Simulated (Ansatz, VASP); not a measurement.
## One calculation of GaSb, two programs

```
Ga Sb
1.0
     0.00000    3.10806    3.10806
     3.10806    0.00000    3.10806
     3.10806    3.10806    0.00000
Ga Sb
1 1
Direct
  0.00000 0.00000 0.00000
  0.25000 0.25000 0.25000
```

Alike in both runs: functional PBE; k mesh 9 × 9 × 9; occupations fermi-dirac, width 0.08 eV; no spin polarisation.

Ansatz relaxed the structure, and its values are those at the end. VASP's run is a single point on that final structure, the one shown.

```csv
,VASP,Ansatz
version,VASP 6.6.1,Ansatz 0.2.0
potentials or method,"VASP PAW PBE potentials, release 64 (Ga_d, Sb)","PAW with Ansatz's default frozen-core files, scalar-relativistic"
plane-wave cutoff (eV),520,420
valence electrons in the cell,18,28
```

|  | VASP | Ansatz | Ansatz less VASP |
| --- | --- | --- | --- |
| pressure (GPa) | 0.0 | 0.0 | -0.07 |

VASP's potentials hold 18 valence electrons a cell and Ansatz's 28, so a difference there can come from the potentials and not from the codes.

Spin-orbit coupling is off throughout.
